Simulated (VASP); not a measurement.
HfO2: single point with r2SCAN

HfO2:

```
Hf O
1.0
     0.00000    2.55750    2.55750
     2.55750    0.00000    2.55750
     2.55750    2.55750    0.00000
Hf O
1 2
Direct
  0.00000 0.00000 0.00000
  0.24153 0.24153 0.24153
  0.75847 0.75847 0.75847
```

This cell differs from its parent crystal: atoms displaced along a vibrational mode.

```yaml
Program: VASP 6.6.1
Task: single point
Functional: r2SCAN
Potentials_or_basis: VASP PAW PBE potentials, release 64 (Hf_pv, O)
Cutoff: 520 eV
k_mesh: 8 × 8 × 8
Occupations: gaussian, width 0.05 eV
Spin: no spin polarisation
```

* Pressure: -10.8 GPa
* Largest force: 1.512 eV/Å
* Band gap on the k mesh: 4.23 eV

Forces on the atoms (eV/Å):
```
Hf   0.000  0.000  0.000
O    0.873  0.873  0.873
O   -0.873 -0.873 -0.873
```

Stress tensor (GPa, compression positive):
```
-10.82   2.13   2.13
  2.13 -10.82   2.13
  2.13   2.13 -10.82
```

Levels at points of the mesh, in eV from the valence-band top:
```csv
k point,band 8,band 9,band 10,band 11,band 12,band 13,band 14,band 15
"(0.00, 0.00, 0.00)",-5.20,-0.65,-0.65,-0.58,4.30,4.30,6.16,10.38
"(0.50, 0.00, 0.00)",-2.87,-2.85,-1.97,-1.53,4.78,5.12,7.22,9.59
"(0.50, 0.50, 0.50)",-3.46,-2.50,-2.15,-2.15,5.02,5.02,7.10,9.01
"(0.50, 0.50, 0.00)",-3.46,-1.79,-1.28,0.00,4.23,5.84,6.89,8.04
```

Wall time 2.3 min on 1 thread of AMD EPYC 9R45 96-Core Processor (Zen 5) (shared host), peak memory 0.16 GiB.

Caveat: the cell differs from its parent crystal (atoms displaced along a vibrational mode); the cell stands under tension; the PAW data sets were made with another functional, which shifts forces and pressure a little; spin-orbit coupling is left out, which moves the levels of the heavy elements. A k mesh can miss the band edges.
